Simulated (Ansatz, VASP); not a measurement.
# Pb: VASP beside Ansatz

The input POSCAR:

```
Pb
1.0
    0.0000000000      2.4415696833      2.4415696833
    2.4415696833      0.0000000000      2.4415696833
    2.4415696833      2.4415696833      0.0000000000
Pb
1
Direct
    0.0000000000      0.0000000000      0.0000000000
```

The input INCAR.step1:

```
PREC = Accurate
ENCUT = 520
EDIFF = 1E-5
ISMEAR = -1
SIGMA = 0.05
LREAL = False
LASPH = True
NELM = 80
ALGO = Normal
ISIF = 2
LWAVE = True
LCHARG = False
NBANDS = 13
GGA = PE
```

The input INCAR.step2:

```
PREC = Accurate
ENCUT = 520
EDIFF = 1E-6
ISMEAR = -1
SIGMA = 0.05
LREAL = False
LASPH = True
NELM = 80
ALGO = Normal
ISIF = 2
LWAVE = False
LCHARG = False
GGA = PE
LHFCALC = True
HFSCREEN = 0.2079
PRECFOCK = Normal
NBANDS = 13
ISTART = 1
```

Contents of KPOINTS:

```
regular mesh
0
Gamma
  6 6 6
```

File input:

```
crystal:
  lattice:
    - [0.0, 2.4415696833, 2.4415696833]
    - [2.4415696833, 0.0, 2.4415696833]
    - [2.4415696833, 2.4415696833, 0.0]
  atoms:
    - { symbol: Pb, position: [0.0, 0.0, 0.0] }
hamiltonian:
  xc: hse06
  pseudopotentials: { kind: paw }
kpoints:
  mp_grid: { grid: [6, 6, 6] }
scf:
  occupations: { method: fermi_dirac, width: 0.05 }
output:
  forces: true
  stress: true
  eigenvalues: true
```

Alike in both runs: task single point; functional HSE06; k mesh 6 × 6 × 6; occupations fermi-dirac, width 0.05 eV; no spin polarisation.

|  | VASP | Ansatz |
| --- | --- | --- |
| version | VASP 6.6.1 | Ansatz 0.2.0 |
| potentials or method | VASP PAW PBE potentials, release 64 (Pb_d) | Ansatz PAW |
| plane-wave cutoff (eV) | 520 | 420 |
| valence electrons in the cell | 14 | 14 |

|  | VASP | Ansatz | Ansatz less VASP |
| --- | --- | --- | --- |
| gap on the k mesh at the Fermi level (eV) | none | none | - |
| pressure (GPa) | 4.4 | 4.4 | +0.06 |

A gap of «none» marks a metal or a gap that the smearing closes.

The k mesh is coarse, so the values compare programs but aren't converged. Neither program's run includes spin-orbit coupling.
